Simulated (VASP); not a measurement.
# Sc (P6/mmm) in VASP: a series of runs

Runs on Sc. Level: BLYP. Tasks: single point.

All numbers are computed with VASP 6.6.1; they aren't measurements. Logs are shortened: lines on timing, memory, paths and dates and some standing lists are left out, and cuts for length are marked.

**1. The cell of the first run**

Symmetry: P6/mmm, No. 191, hexagonal system. Conventional cell: a = 5.159 Å, b = 5.159 Å, c = 3.239 Å, α = 90.00°, β = 90.00°, γ = 120.00°. Within 4.3 Å of Sc (site symmetry 6/mmm) lie 14 Sc at 3.24 to 3.39 Å. Within 3.9 Å of Sc (site symmetry -6m2) lie 11 Sc at 2.98 to 3.39 Å.

**2. Single point, BLYP**

The input, INCAR:

```
AGGAC = 1.0 ; AGGAX = 1.0
ALDAC = 0.0 ; ALDAX = 1.0
ALGO = Normal ; EDIFF = 1E-6
ENCUT = 520 ; GGA = B5
ISIF = 2 ; ISMEAR = -1
LASPH = True ; LCHARG = False
LREAL = False ; LWAVE = False
NBANDS = 24 ; NELM = 80
PREC = Accurate ; SIGMA = 0.1
```

The input, KPOINTS:

```
k-points
0
Gamma
  7 7 10
```

The input, POSCAR:

```
Sc
1.0
    5.1587494447      0.0000000000      0.0000000000
   -2.5793747223      4.4676080708      0.0000000000
    0.0000000000      0.0000000000      3.2394512658
Sc
3
Direct
    1.0000000000      1.0000000000      0.0000000000
    0.3333333333      0.6666666667      0.5000000000
    0.6666666667      0.3333333333      0.5000000000
```

Potentials or basis: VASP PAW PBE potentials, release 64 (Sc_sv).

Launch:

```sh
> cat potpaw_PBE.64/Sc_sv/POTCAR > POTCAR
> mpirun -np 1 vasp_std > vasp.out
```

OUTCAR:

```text
EDIFF = 1E-6
   ENCUT = 520
   GGA = B5
   ISIF = 2
   ISMEAR = -1
   LASPH = True
   LREAL = False
   NELM = 80
   PREC = Accurate

 ion  position               nearest neighbor table
   1  0.000  0.000  0.000-   2 3.39   3 3.39   2 3.39   3 3.39   2 3.39   2 3.39   3 3.39   3 3.39
                             3 3.39   3 3.39   2 3.39   2 3.39
   2  0.333  0.667  0.500-   3 2.98   3 2.98   3 2.98   1 3.39   1 3.39   1 3.39   1 3.39   1 3.39
                             1 3.39
   3  0.667  0.333  0.500-   2 2.98   2 2.98   2 2.98   1 3.39   1 3.39   1 3.39   1 3.39   1 3.39
                             1 3.39

  LATTYP: Found a hexagonal cell.
 ALAT       =     5.1587494447
 C/A-ratio  =     0.6279528208

  Lattice vectors:

 A1 = (   5.1587494447,   0.0000000000,   0.0000000000)
 A2 = (  -2.5793747223,   4.4676080708,   0.0000000000)
 A3 = (   0.0000000000,   0.0000000000,   3.2394512658)

Analysis of symmetry for initial positions (statically):
=====================================================================
 Subroutine PRICEL returns:
 Original cell was already a primitive cell.

 Routine SETGRP: Setting up the symmetry group for a
 hexagonal supercell.

 Subroutine GETGRP returns: Found 24 space group operations
 (whereof 24 operations were pure point group operations)
 out of a pool of 24 trial point group operations.

The static configuration has the point symmetry D_6h.

Analysis of symmetry for dynamics (positions and initial velocities):
=====================================================================
 Subroutine PRICEL returns:
 Original cell was already a primitive cell.

 Routine SETGRP: Setting up the symmetry group for a
 hexagonal supercell.

 Subroutine GETGRP returns: Found 24 space group operations
 (whereof 24 operations were pure point group operations)
 out of a pool of 24 trial point group operations.

The dynamic configuration has the point symmetry D_6h.

 Subroutine INISYM returns: Found 24 space group operations
 (whereof 24 operations are pure point group operations),
 and found     1 'primitive' translations

----------------------------------------------------------------------------------------

                                     Primitive cell

  volume of cell :      74.6605

  direct lattice vectors                    reciprocal lattice vectors
     5.158749445  0.000000000  0.000000000     0.193845429  0.111916711  0.000000000
    -2.579374722  4.467608071  0.000000000     0.000000000  0.223833421  0.000000000
     0.000000000  0.000000000  3.239451266     0.000000000  0.000000000  0.308694257

  length of vectors
     5.158749445  5.158749445  3.239451266     0.223833421  0.223833421  0.308694257

  position of ions in fractional coordinates (direct lattice)
     0.000000000  0.000000000  0.000000000
     0.333333333  0.666666667  0.500000000
     0.666666667  0.333333333  0.500000000

  ion indices of the primitive-cell ions
   primitive index   ion index
                 1           1
                 2           2
                 3           3

----------------------------------------------------------------------------------------

 KPOINTS: k-points

Automatic generation of k-mesh.
 Grid dimensions read from file:
 generate k-points for:    7    7   10

 Generating k-lattice:

  Cartesian coordinates                     Fractional coordinates (reciprocal lattice)
     0.027692204  0.015988102  0.000000000     0.142857143  0.000000000  0.000000000
     0.000000000  0.031976203  0.000000000     0.000000000  0.142857143  0.000000000
     0.000000000  0.000000000  0.030869426     0.000000000  0.000000000  0.100000000

  Length of vectors
     0.031976203  0.031976203  0.030869426

  Shift w.r.t. Gamma in fractional coordinates (k-lattice)
     0.000000000  0.000000000  0.000000000

 Subroutine IBZKPT returns following result:
 ===========================================

 Found     48 irreducible k-points:

 Following reciprocal coordinates:
            Coordinates               Weight
  0.000000  0.000000  0.000000      1.000000
  0.142857  0.000000  0.000000      6.000000
  0.285714  0.000000  0.000000      6.000000
  0.428571  0.000000  0.000000      6.000000
  0.142857  0.142857  0.000000      6.000000
  0.285714  0.142857  0.000000     12.000000
[... 16 lines left out ...]
  0.428571  0.142857  0.200000     12.000000
  0.285714  0.285714  0.200000     12.000000
 [... further k-points ...]
   k-points           NKPTS =     48   k-points in BZ     NKDIM =     48   number of bands    NBANDS=     24
   number of dos      NEDOS =    301   number of ions     NIONS =      3
   total plane-waves  NPLWV =  38400
   dimension x,y,z NGX =    40 NGY =   40 NGZ =   24
   dimension x,y,z NGXF=    80 NGYF=   80 NGZF=   48
   ions per type =               3
   NGX,Y,Z   is equivalent  to a cutoff of  12.89, 12.89, 12.32 a.u.
   NGXF,Y,Z  is equivalent  to a cutoff of  25.78, 25.78, 24.63 a.u.
 SYSTEM =  unknown system
   PREC   = accura    normal or accurate (medium, high low for compatibility)
   ISTART =      0    job   : 0-new  1-cont  2-samecut
   ICHARG =      2    charge: 1-file 2-atom 10-const
   ISPIN  =      1    spin polarized calculation?
   LNONCOLLINEAR =      F non collinear calculations
   LSORBIT =      F    spin-orbit coupling
   LASPH  =      T    aspherical Exc in radial PAW
   ENCUT  =  520.0 eV  38.22 Ry    6.18 a.u.   9.59  9.59  6.02*2*pi/ulx,y,z
   NELM   =     80;   NELMIN=  2; NELMDL= -5     # of ELM steps
   EDIFF  = 0.1E-05   stopping-criterion for ELM
   LREAL  =      F    real-space projection
   EDIFFG = 0.1E-04   stopping-criterion for IOM
   NSW    =      0    number of steps for IOM
   IBRION =     -1    ionic relax: 0-MD 1-quasi-New 2-CG
   NFREE  =      0    steps in history (QN), initial steepest desc. (CG)
   ISIF   =      2    stress and relaxation
   ISYM   =      2    0-nonsym 1-usesym 2-fastsym
   POTIM  = 0.5000    time-step for ionic-motion
   TEBEG  =    0.0;   TEEND  =   0.0 temperature during run
   PSTRESS=    0.0 pullay stress
   NELECT =      33.0000    total number of electrons
   NUPDOWN=      -1.0000    fix difference up-down
   EMIN   =  10.00;   EMAX   =-10.00  energy-range for DOS
   EFERMI =   0.00;   METHOD = LEGACY
   ISMEAR =    -1;   SIGMA  =   0.10  broadening in eV -4-tet -1-fermi 0-gaus
   EFERMI_NEDOS =   21; number of points for ismear=-14 and -15
   IALGO  =     38    algorithm
   IMIX   =      4    mixing-type and parameters
     AMIX     =   0.40;   BMIX     =  1.00
     AMIX_MAG =   1.60;   BMIX_MAG =  1.00
  volume/ion in A,a.u.               =      24.89       167.94
  Fermi-wavevector in a.u.,A,eV,Ry     =   1.247046  2.356575 21.158745  1.555124
  Thomas-Fermi vector in A             =   2.381196
   LORBIT       =      0    0 simple, 1 ext, 2 COOP (PROOUT), +10 PAW based schemes
   GGA     = B5    functional components
   LHFCALC =     F    Hartree Fock is set to
   AEXX    =    0.0000 exact exchange contribution
   IVDW    =     0    specifies the selected vdW correction
   LEPSILON=     F    determine dielectric tensor
   LRPA    =     F    only Hartree local field effects (RPA)
 non-spin polarized calculation
  energy-cutoff  :      520.00
  volume of cell :       74.66
 maximum number of plane-waves:      2046
 NGX is ok and might be reduce to    40
   NGX = 19   NGY = 19   NGZ = 13

 number of electron      33.0000004 magnetization

 Free energy of the ion-electron system (eV)
  ---------------------------------------------------
  ext. energy  EPLUGINS =         0.00000000
  ---------------------------------------------------
  free energy    TOTEN  =       -15.92939902 eV

  energy without entropy =      -15.72998997  energy(sigma->0) =      -15.82969450

 E-fermi :   4.0149     XC(G=0):  -9.3503

 val. band max:        4.0148707456   @ k =   0.0000   0.0000   0.0000
 cond. band min:       4.0207877076   @ k =   0.1429   0.1429   0.2000
 fundamental gap:      0.0059169619
 Fermi energy:         4.0149392391

 k-point     1 :       0.0000    0.0000    0.0000
  band No.  band energies     occupation
      1     -45.2817      2.00000
      2     -45.2279      2.00000
      3     -45.1615      2.00000
      4     -24.1592      2.00000
      5     -24.1592      2.00000
      6     -24.0832      2.00000
[... 16 lines left out ...]
     23       6.2430      0.00000
     24       6.2772      0.00000

 k-point     2 :       0.1429    0.0000    0.0000
  band No.  band energies     occupation
      1     -45.2779      2.00000
      2     -45.2279      2.00000
      3     -45.1654      2.00000
      4     -24.1885      2.00000
      5     -24.1719      2.00000
      6     -24.0518      2.00000
[... 16 lines left out ...]
     23       6.0102      0.00000
     24       6.0660      0.00000

 k-point     3 :       0.2857    0.0000    0.0000
  band No.  band energies     occupation
      1     -45.2688      2.00000
      2     -45.2265      2.00000
      3     -45.1759      2.00000
      4     -24.2274      2.00000
      5     -24.1626      2.00000
      6     -24.0074      2.00000
[... 16 lines left out ...]
     23       5.9651      0.00000
     24       6.4217      0.00000

 k-point     4 :       0.4286    0.0000    0.0000
  band No.  band energies     occupation
      1     -45.2613      2.00000
      2     -45.2223      2.00000
      3     -45.1878      2.00000
      4     -24.2501      2.00000
      5     -24.1123      2.00000
      6     -24.0344      2.00000
[... 16 lines left out ...]
     23       6.1512      0.00000
     24       6.5494      0.00000

 k-point     5 :       0.1429    0.1429    0.0000
  band No.  band energies     occupation
      1     -45.2715      2.00000
      2     -45.2271      2.00000
      3     -45.1727      2.00000
      4     -24.2084      2.00000
      5     -24.1810      2.00000
      6     -24.0178      2.00000
[... 16 lines left out ...]
     23       5.8627      0.00000
     24       6.3082      0.00000

 k-point     6 :       0.2857    0.1429    0.0000
  band No.  band energies     occupation
      1     -45.2633      2.00000
      2     -45.2230      2.00000
      3     -45.1850      2.00000
      4     -24.2281      2.00000
      5     -24.1565      2.00000
      6     -24.0199      2.00000
[... 16 lines left out ...]
     23       5.9435      0.00000
     24       6.6872      0.00000
[... 379 lines left out ...]
 k-point    21 :       0.1429    0.1429    0.2000
  band No.  band energies     occupation
      1     -45.2606      2.00000
      2     -45.2227      2.00000
      3     -45.1654      2.00000
      4     -24.1916      2.00000
      5     -24.1567      2.00000
      6     -24.0407      2.00000
[... 16 lines left out ...]
     23       6.1811      0.00000
     24       6.1877      0.00000

 k-point    22 :       0.2857    0.1429    0.2000
  band No.  band energies     occupation
      1     -45.2545      2.00000
      2     -45.2167      2.00000
      3     -45.1777      2.00000
      4     -24.2100      2.00000
      5     -24.1379      2.00000
      6     -24.0472      2.00000
[... 16 lines left out ...]
     23       6.1140      0.00000
     24       6.5543      0.00000

 k-point    23 :       0.4286    0.1429    0.2000
  band No.  band energies     occupation
      1     -45.2521      2.00000
      2     -45.2105      2.00000
      3     -45.1863      2.00000
      4     -24.2172      2.00000
      5     -24.1037      2.00000
      6     -24.0808      2.00000
[... 16 lines left out ...]
     23       6.0604      0.00000
     24       6.6396      0.00000

 k-point    24 :       0.2857    0.2857    0.2000
  band No.  band energies     occupation
      1     -45.2520      2.00000
      2     -45.2065      2.00000
      3     -45.1904      2.00000
      4     -24.2067      2.00000
      5     -24.1183      2.00000
      6     -24.0799      2.00000
[... 16 lines left out ...]
     23       5.8617      0.00000
     24       6.6777      0.00000

 [... further k-points ...]

------------------------ aborting loop because EDIFF is reached ----------------------------------------

  FORCE on cell =-STRESS in cart. coord.  units (eV):
  Direction    XX          YY          ZZ          XY          YZ          ZX
  --------------------------------------------------------------------------------------
  -------------------------------------------------------------------------------------
  Total        0.0042889      0.0042889     -0.0132377      0.0000000      0.0000000      0.0000000
  in kB        0.0920369      0.0920369     -0.2840748      0.0000000      0.0000000      0.0000000
  external PRESSURE =      -0.0333337 kB  Pullay stress =       0.0000000 kB

 VOLUME and BASIS-vectors are now :
 -----------------------------------------------------------------------------
  energy-cutoff  :      520.00
  volume of cell :       74.66
      direct lattice vectors                 reciprocal lattice vectors
     5.158749445  0.000000000  0.000000000     0.193845429  0.111916711  0.000000000
    -2.579374722  4.467608071  0.000000000     0.000000000  0.223833421  0.000000000
     0.000000000  0.000000000  3.239451266     0.000000000  0.000000000  0.308694257

 POSITION                                       TOTAL-FORCE (eV/Angst)
 -----------------------------------------------------------------------------------
      0.00000      0.00000      0.00000         0.000000      0.000000     -0.000000
     -0.00000      2.97841      1.61973        -0.000000      0.000000     -0.000000
      2.57937      1.48920      1.61973         0.000000     -0.000000      0.000000
 -----------------------------------------------------------------------------------
    total drift:                                0.000000      0.000000      0.000000

  FREE ENERGIE OF THE ION-ELECTRON SYSTEM (eV)
  ---------------------------------------------------
  free  energy   TOTEN  =       -15.9293990240 eV

  energy  without entropy=      -15.7299899694  energy(sigma->0) =      -15.82969450
```

It took 40 s on 1 thread of Intel Xeon 6975P-C (Granite Rapids), shared host; peak memory 0.21 GiB.

What came out:

```yaml
Free_energy: -15.9294 eV
Pressure: 0.0 GPa
```

Caveat: the PAW data sets were made with another functional, which shifts forces and pressure a little.

(Continued in part 2 of 2.)
